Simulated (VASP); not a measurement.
A run of VASP 6.6.1:

Contents of POSCAR:

```
InGa3P4
1.0
    3.9325968386      0.0000000000      0.0000000000
    0.0000000000      3.9388578913      5.5760865123
    0.0000000000     -3.9388578913      5.5760865123
Ga In P
3 1 4
Direct
    0.0000000000     -0.0003388212     -0.0003388212
    0.5000000000     -0.0000911062      0.5003205666
    0.5000000000      0.5003205666     -0.0000911062
    0.0000000000      0.4993371682      0.4993371682
    0.5000000000      0.1250709928      0.1250709928
    0.0000000000      0.1096614009      0.6300475673
    0.0000000000      0.6300475673      0.1096614009
    0.5000000000      0.6359922316      0.6359922316
```

The input INCAR.step1:

```
SYSTEM = InGa3P4
PREC     = Accurate       ! precision mode
ENCUT    = 520            ! plane-wave cutoff, eV
ISMEAR   = 0              ! smearing method
SIGMA    = 0.01           ! smearing width, eV
LREAL    = .FALSE.        ! projectors in reciprocal space
LASPH    = .TRUE.         ! aspherical terms in the spheres
NELM     = 80             ! most SCF steps
NBANDS   = 46             ! bands
GGA      = PE             ! functional
ALGO     = Normal         ! electronic algorithm
EDIFF    = 1E-4           ! SCF threshold, eV
LWAVE    = .TRUE.         ! write WAVECAR
LCHARG   = .FALSE.        ! write CHGCAR
```

Contents of INCAR.step2:

```
SYSTEM = InGa3P4
PREC     = Accurate       ! precision mode
ENCUT    = 520            ! plane-wave cutoff, eV
EDIFF    = 1E-6           ! SCF threshold, eV
ISMEAR   = 0              ! smearing method
SIGMA    = 0.01           ! smearing width, eV
LREAL    = .FALSE.        ! projectors in reciprocal space
LASPH    = .TRUE.         ! aspherical terms in the spheres
NELM     = 80             ! most SCF steps
ALGO     = Normal         ! electronic algorithm
ISIF     = 2              ! what is computed and relaxed
LWAVE    = .FALSE.        ! write WAVECAR
LCHARG   = .FALSE.        ! write CHGCAR
METAGGA  = R2SCAN         ! meta-GGA
LMIXTAU  = .TRUE.       
NBANDS   = 46             ! bands
ISTART   = 1
```

Contents of KPOINTS:

```
Automatic mesh
0
G
  6 4 4
  0 0 0
```

Potentials or basis: VASP PAW PBE potentials, release 64 (Ga_d, In_d, P).

Run with:

```console
$ cat potpaw_PBE.64/Ga_d/POTCAR potpaw_PBE.64/In_d/POTCAR potpaw_PBE.64/P/POTCAR > POTCAR
$ cp INCAR.step1 INCAR
$ mpirun -np 1 vasp_std > vasp.out
$ cp INCAR.step2 INCAR
$ mpirun -np 1 vasp_std > vasp.out
```

Hardware: 1 thread of Intel(R) Xeon(R) Platinum 8259CL CPU @ 2.50GHz (Skylake/Cascade Lake) (shared host).

Q: Estimate the wall time of this run.

A: Wall time 12 min on 1 thread of Intel(R) Xeon(R) Platinum 8259CL CPU @ 2.50GHz (Skylake/Cascade Lake), with other jobs on the host, peak memory 0.44 GiB. Counts: k points 28.
